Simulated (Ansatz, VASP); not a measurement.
# Zn3Se2S: VASP beside Ansatz

Contents of INCAR:

```
PREC = Accurate ; ENCUT = 600
EDIFF = 1E-7 ; ISMEAR = 0
SIGMA = 0.02 ; LREAL = False
LASPH = True ; NELM = 80
ALGO = Normal ; ISIF = 3
LWAVE = False ; LCHARG = False
GGA = PE ; IBRION = 2
NSW = 100 ; EDIFFG = -0.01
```

The input KPOINTS:

```
regular mesh
0
Gamma
  12 12 4
```

The input POSCAR:

```
Zn3Se2S
1.0
    3.9859881000      0.0000000000      0.0000000000
   -1.9929941000      3.4519670000      0.0000000000
    0.0000000000      0.0000000000      9.7655902000
Zn Se S
3 2 1
Direct
    0.0000000000      0.0000000000      0.9904880000
    0.6666667000      0.3333333000      0.3330910000
    0.3333333000      0.6666667000      0.6760390000
    0.6666667000      0.3333333000      0.0796640000
    0.3333333000      0.6666667000      0.4216970000
    0.0000000000      0.0000000000      0.7490200000
```

Input for Ansatz:

```yaml
crystal:
  lattice:
    - [3.9859881, 0.0, 0.0]
    - [-1.9929941, 3.451967, 0.0]
    - [0.0, 0.0, 9.7655902]
  atoms:
    - { symbol: Zn, position: [0.0, 0.0, 0.990488] }
    - { symbol: Zn, position: [0.6666667, 0.3333333, 0.333091] }
    - { symbol: Zn, position: [0.3333333, 0.6666667, 0.676039] }
    - { symbol: Se, position: [0.6666667, 0.3333333, 0.079664] }
    - { symbol: Se, position: [0.3333333, 0.6666667, 0.421697] }
    - { symbol: S, position: [0.0, 0.0, 0.74902] }
basis:
  ecutwfc: 420
kpoints:
  mp_grid: { grid: [12, 12, 4] }
hamiltonian:
  xc: pbe
scf:
  occupations: { method: gaussian, width: 0.02 }
output:
  forces: true
  stress: true
  eigenvalues: true
relax:
  adjacent_minimum: "off"
  f_tol: 0.01
  max_steps: 80
  cell: { stress_tol: 0.05 }
```

Alike in both runs: task relaxation of cell and atoms; functional PBE; k mesh 12 × 12 × 4; occupations gaussian, width 0.02 eV; no spin polarisation.

|  | VASP | Ansatz |
| --- | --- | --- |
| version | VASP 6.6.1 | Ansatz 0.2.0 |
| potentials or method | VASP PAW PBE potentials, release 64 (Zn, Se, S), cutoff 600 eV | scalar-relativistic, plane waves, PAW |
| valence electrons in the cell | 54 | 74 |

```tsv
	VASP	Ansatz	Ansatz less VASP
gap on the k mesh at the Fermi level, each at its own relaxed structure (eV)	1.24	1.26	+0.014
relaxed volume (Å³/atom)	22.47	22.39	-0.078
relaxed length of the cell vector where the two differ most in proportion (Å)	9.778	9.766	-0.0127
```

VASP's potentials hold 54 valence electrons a cell and Ansatz's 74, so a difference there can come from the potentials and not from the codes.
